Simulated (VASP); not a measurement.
# CdTe (F-43m) in VASP: elastic constants with LDA

Aim: the elastic constants of CdTe with LDA.

Program: VASP 6.6.1. These are calculated values, not measurements. Logs are shortened: lines on timing, memory, paths and dates and some standing lists are left out, and cuts for length are marked.

## Step 1: The cell of the first run

The structure is cubic, space group F-43m (No. 216). Conventional cell: a = 6.410 Å, b = 6.410 Å, c = 6.410 Å, α = 90.00°, β = 90.00°, γ = 90.00°. Cd (site symmetry -43m) has 4 Te at 2.78 Å within 3.7 Å. Te (site symmetry -43m) has 4 Cd at 2.78 Å within 3.7 Å.

## Step 2: Elastic constants, LDA

INCAR reads:

```
SYSTEM = CdTe
PREC = Accurate
ENCUT = 600
EDIFF = 1E-8
ISMEAR = 0
SIGMA = 0.01
LREAL = .False.
LASPH = .True.
NELM = 100
ALGO = Normal
ISIF = 3
LWAVE = .False.
LCHARG = .True.
GGA = CA
IBRION = 6
NFREE = 2
POTIM = 0.015
NSW = 1
```

KPOINTS reads:

```
regular mesh
0
Gamma
  6 6 6
  0 0 0
```

POSCAR reads:

```
CdTe
1.0
    3.2050000000      3.2050000000      0.0000000000
   -3.2050000000      3.2050000000      0.0000000000
    0.0000000000      3.2050000000      3.2050000000
Cd Te
1 1
Direct
    0.0000000000      0.0000000000      0.0000000000
    0.7500000000      0.2500000000      0.5000000000
```

Potentials or basis: VASP PAW LDA potentials, release 64 (Cd, Te).

On the command line:

```bash
> cat potpaw_LDA.64/Cd/POTCAR potpaw_LDA.64/Te/POTCAR > POTCAR
> mpirun -np 1 vasp_std > vasp.out
```

OUTCAR:

```text
SYSTEM = CdTe
   PREC = Accurate
   ENCUT = 600
   EDIFF = 1E-8
   ISMEAR = 0
   LREAL = .False.
   LASPH = .True.
   NELM = 100
   ISIF = 3
   GGA = CA
   IBRION = 6
   NFREE = 2
   POTIM = 0.015
   NSW = 1

 ion  position               nearest neighbor table
   1  0.000  0.000  0.000-   2 2.78   2 2.78   2 2.78   2 2.78
   2  0.750  0.250  0.500-   1 2.78   1 2.78   1 2.78   1 2.78

  LATTYP: Found a face centered cubic cell.
 ALAT       =     6.4100000000

  Lattice vectors:

 A1 = (   0.0000000000,   3.2050000000,   3.2050000000)
 A2 = (   3.2050000000,   0.0000000000,   3.2050000000)
 A3 = (   3.2050000000,   3.2050000000,   0.0000000000)

Analysis of symmetry for initial positions (statically):
=====================================================================
 Subroutine PRICEL returns:
 Original cell was already a primitive cell.

 Routine SETGRP: Setting up the symmetry group for a
 face centered cubic supercell.

 Subroutine GETGRP returns: Found 24 space group operations
 (whereof 24 operations were pure point group operations)
 out of a pool of 48 trial point group operations.

The static configuration has the point symmetry T_d .

Analysis of symmetry for dynamics (positions and initial velocities):
=====================================================================
 Subroutine PRICEL returns:
 Original cell was already a primitive cell.

 Routine SETGRP: Setting up the symmetry group for a
 face centered cubic supercell.

 Subroutine GETGRP returns: Found 24 space group operations
 (whereof 24 operations were pure point group operations)
 out of a pool of 48 trial point group operations.

The dynamic configuration has the point symmetry T_d .

 Subroutine INISYM returns: Found 24 space group operations
 (whereof 24 operations are pure point group operations),
 and found     1 'primitive' translations

----------------------------------------------------------------------------------------

                                     Primitive cell

  volume of cell :      65.8437

  direct lattice vectors                    reciprocal lattice vectors
     3.205000000  3.205000000  0.000000000     0.156006240  0.156006240 -0.156006240
    -3.205000000  3.205000000  0.000000000    -0.156006240  0.156006240 -0.156006240
     0.000000000  3.205000000  3.205000000     0.000000000  0.000000000  0.312012480

  length of vectors
     4.532554467  4.532554467  4.532554467     0.270210734  0.270210734  0.312012480

  position of ions in fractional coordinates (direct lattice)
     0.000000000  0.000000000  0.000000000
     0.750000000  0.250000000  0.500000000

  ion indices of the primitive-cell ions
   primitive index   ion index
                 1           1
                 2           2

----------------------------------------------------------------------------------------

 KPOINTS: regular mesh

Automatic generation of k-mesh.
 Grid dimensions read from file:
 generate k-points for:    6    6    6

 Generating k-lattice:

  Cartesian coordinates                     Fractional coordinates (reciprocal lattice)
     0.026001040  0.026001040 -0.026001040     0.166666667  0.000000000  0.000000000
    -0.026001040  0.026001040 -0.026001040     0.000000000  0.166666667  0.000000000
     0.000000000  0.000000000  0.052002080     0.000000000  0.000000000  0.166666667

[... 97 lines left out ...]

------------------------ aborting loop because EDIFF is reached ----------------------------------------

  FORCE on cell =-STRESS in cart. coord.  units (eV):
  Direction    XX          YY          ZZ          XY          YZ          ZX
  --------------------------------------------------------------------------------------
  -------------------------------------------------------------------------------------
  Total        0.0922257      0.0922257      0.0922257      0.0000000     -0.0000000      0.0000000
  in kB        2.2441311      2.2441311      2.2441311      0.0000000     -0.0000000      0.0000000
  external PRESSURE =       2.2441311 kB  Pullay stress =       0.0000000 kB
[... 89 lines left out ...]
  FREE ENERGIE OF THE ION-ELECTRON SYSTEM (eV)
  ---------------------------------------------------
  free  energy   TOTEN  =        -6.0397970627 eV

  energy  without entropy=       -6.0397970627  energy(sigma->0) =       -6.03979706

[... ionic steps 4 to 14 ...]

--------------------------------------- Ionic step       15  -------------------------------------------

 number of electron      17.9999998 magnetization

------------------------ aborting loop because EDIFF is reached ----------------------------------------
[... 67 lines left out ...]
--------------------------------------- Ionic step       17  -------------------------------------------

 number of electron      17.9999996 magnetization

 Free energy of the ion-electron system (eV)
  ---------------------------------------------------
  ext. energy  EPLUGINS =         0.00000000
  ---------------------------------------------------
  free energy    TOTEN  =        -6.04341325 eV

  energy without entropy =       -6.04341325  energy(sigma->0) =       -6.04341325

 E-fermi :   2.5541     XC(G=0):  -9.0887

 val. band max:        2.4820591803   @ k =   0.0000   0.0000   0.0000
 cond. band min:       3.1208544894   @ k =   0.0000   0.0000   0.0000
 fundamental gap:      0.6387953091
 Fermi energy:         2.5540534847

 k-point     1 :       0.0000    0.0000    0.0000
  band No.  band energies     occupation
      1      -8.9652      2.00000
      2      -5.9553      2.00000
      3      -5.9478      2.00000
      4      -5.9403      2.00000
      5      -5.6588      2.00000
      6      -5.6587      2.00000
      7       2.4573      2.00000
      8       2.4701      2.00000
      9       2.4821      2.00000
     10       3.1209      0.00000
     11       6.9341      0.00000
     12       6.9444      0.00000
     13       6.9557      0.00000
[... 354 lines left out ...]
  band No.  band energies     occupation
      1      -8.5301      2.00000
      2      -5.8643      2.00000
      3      -5.8591      2.00000
      4      -5.6651      2.00000
      5      -5.6626      2.00000
      6      -5.3577      2.00000
      7      -1.7179      2.00000
      8       0.5485      2.00000
      9       1.6007      2.00000
     10       5.2372      0.00000
     11       7.2688      0.00000
     12       8.0277      0.00000
     13       8.7621      0.00000

 [... further k-points ...]
[... 5 lines left out ...]
  --------------------------------------------------------------------------------------
  -------------------------------------------------------------------------------------
  Total        0.0930609      0.0948274      0.0948274      0.0000000     -0.0987832      0.0000000
  in kB        2.2644549      2.3074391      2.3074391      0.0000000     -2.4036971      0.0000000
  external PRESSURE =       2.2931111 kB  Pullay stress =       0.0000000 kB
[... 17 lines left out ...]
  FREE ENERGIE OF THE ION-ELECTRON SYSTEM (eV)
  ---------------------------------------------------
  free  energy   TOTEN  =        -6.0434132467 eV

  energy  without entropy=       -6.0434132467  energy(sigma->0) =       -6.04341325

 INTERNAL STRAIN TENSORS FROM STRAINED CELLS
 ============================================

 INTERNAL STRAIN TENSOR FOR ION    1 for displacements in x,y,z  (eV/Angst):
          X           Y           Z          XY          YZ          ZX
  --------------------------------------------------------------------------------
  x     0.00000     0.00000     0.00000     0.00000    -6.63186     0.00000
  y    -0.00000    -0.00000    -0.00000     0.00000     0.00000    -6.63187
  z    -0.00000    -0.00000     0.00000    -6.63264     0.00000     0.00000

 INTERNAL STRAIN TENSORS FROM DISPLACED ATOMS
 ============================================

 INTERNAL STRAIN TENSOR FOR ION    1 for displacements in x,y,z  (eV/Angst):
          X           Y           Z          XY          YZ          ZX
  --------------------------------------------------------------------------------
  x     0.00000     0.00000     0.00000     0.00000    -6.59349     0.00000
  y     0.00000     0.00000     0.00000     0.00000     0.00000    -6.59349
  z     0.00000     0.00000     0.00000    -6.59349     0.00000     0.00000

 INTERNAL STRAIN TENSOR FOR ION    2 for displacements in x,y,z  (eV/Angst):
          X           Y           Z          XY          YZ          ZX
  --------------------------------------------------------------------------------
  x     0.00000     0.00000     0.00000     0.00000     6.59008     0.00000
  y    -0.00000    -0.00000    -0.00000     0.00000     0.00000     6.59008
  z     0.00000     0.00000     0.00000     6.59008     0.00000     0.00000

 Eigenvectors and eigenvalues of the dynamical matrix
 ----------------------------------------------------

   1 f  =    4.492333 THz    28.226162 2PiTHz  149.848105 cm-1    18.578789 meV
             X         Y         Z           dx          dy          dz
      0.000000  0.000000  0.000000     0.000000   -0.000000    0.728827
      1.602500  4.807500  1.602500     0.000000    0.000000   -0.684698
[... 21 lines left out ...]
   6 f/i=    0.002043 THz     0.012835 2PiTHz    0.068138 cm-1     0.008448 meV
             X         Y         Z           dx          dy          dz
      0.000000  0.000000  0.000000     0.000000   -0.286670   -0.621797
      1.602500  4.807500  1.602500     0.000000   -0.305146   -0.661872

--------------------------------------------------------------------------------------------------------

 ELASTIC MODULI CONTR FROM IONIC RELAXATION (kBar)
 Direction    XX          YY          ZZ          XY          YZ          ZX
 --------------------------------------------------------------------------------
 XX          -0.0000     -0.0000     -0.0000      0.0000      0.0000      0.0000
 YY          -0.0000     -0.0000     -0.0000      0.0000      0.0000      0.0000
 ZZ          -0.0000     -0.0000     -0.0000      0.0000      0.0000      0.0000
 XY           0.0000      0.0000      0.0000   -214.2430      0.0000     -0.0000
 YZ           0.0000      0.0000      0.0000      0.0000   -214.2430     -0.0000
 ZX           0.0000      0.0000      0.0000     -0.0000     -0.0000   -214.2430
 --------------------------------------------------------------------------------

 TOTAL ELASTIC MODULI (kBar)
 Direction    XX          YY          ZZ          XY          YZ          ZX
 --------------------------------------------------------------------------------
 XX         591.3810    409.0307    409.0307      0.0000      0.0000      0.0000
 YY         409.0307    591.3810    409.0307     -0.0000      0.0000      0.0000
 ZZ         409.0307    409.0307    591.3810      0.0000     -0.0000      0.0000
 XY           0.0000     -0.0000      0.0000    212.9262      0.0000     -0.0000
 YZ           0.0000      0.0000     -0.0000      0.0000    212.9262     -0.0000
 ZX           0.0000      0.0000      0.0000     -0.0000     -0.0000    212.9262
 --------------------------------------------------------------------------------
```

Wall time 10 min (1 thread of Intel Xeon Platinum 8375C at 2.90GHz (Ice Lake), shared host); peak memory 0.27 GiB.

What came out:

```
Elastic constants C11, C12, C44                         : 59, 41, 21 GPa
Voigt bulk modulus                                      : 47 GPa
Highest phonon frequency at Γ, LO-TO splitting left out : 150 cm⁻¹
```

Phonon frequencies in cm⁻¹ (negative: imaginary):
| q point | frequencies |
| --- | --- |
| (0.000, 0.000, 0.000) | 0 0 0 150 150 150 |

Elastic tensor in Voigt notation (GPa, in the Cartesian axes of the cell as first typed):
```
59 41 41  0  0  0
41 59 41  0  0  0
41 41 59  0  0  0
 0  0  0 21  0  0
 0  0  0  0 21  0
 0  0  0  0  0 21
```

Clamped-ion elastic tensor (GPa):
```
59 41 41  0  0  0
41 59 41  0  0  0
41 41 59  0  0  0
 0  0  0 43  0  0
 0  0  0  0 43  0
 0  0  0  0  0 43
```

Caveat: spin-orbit coupling is left out, which moves the levels of the heavy elements.
